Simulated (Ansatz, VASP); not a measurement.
Two plane-wave programs on Y2F

```
Y F
1.0
    -1.66978    1.66978    6.24592
     1.66978   -1.66978    6.24592
     1.66978    1.66978   -6.24592
Y F
2 1
Direct
  0.65021 0.65021 0.00000
  0.34979 0.34979 0.00000
  0.00000 0.00000 0.00000
```

Alike in both runs: functional PBE; k mesh 6 × 6 × 6; occupations gaussian, width 0.1 eV; no spin polarisation.

Ansatz relaxed the structure, and its values are those at the end. VASP's run is a single point on that final structure, the one shown.

|  | VASP | Ansatz |
| --- | --- | --- |
| version | VASP 6.6.1 | Ansatz 0.2.0 |
| potentials or method | VASP PAW PBE potentials, release 64 (Y_sv, F), cutoff 520 eV | scalar-relativistic, plane waves, PAW |
| valence electrons in the cell | 29 | 29 |

VASP gave:

* gap on the k mesh at the Fermi level (eV): none
* pressure (GPa): -0.2
* rms of the force components (eV/Å): 0.013

Task: Estimate Ansatz's values.

Result: gap on the k mesh at the Fermi level (eV): none; pressure (GPa): 0.0; rms of the force components (eV/Å): 0.009.

A gap of «none» marks a metal or a gap that the smearing closes.

The k mesh is coarse, so the values compare programs but aren't converged.
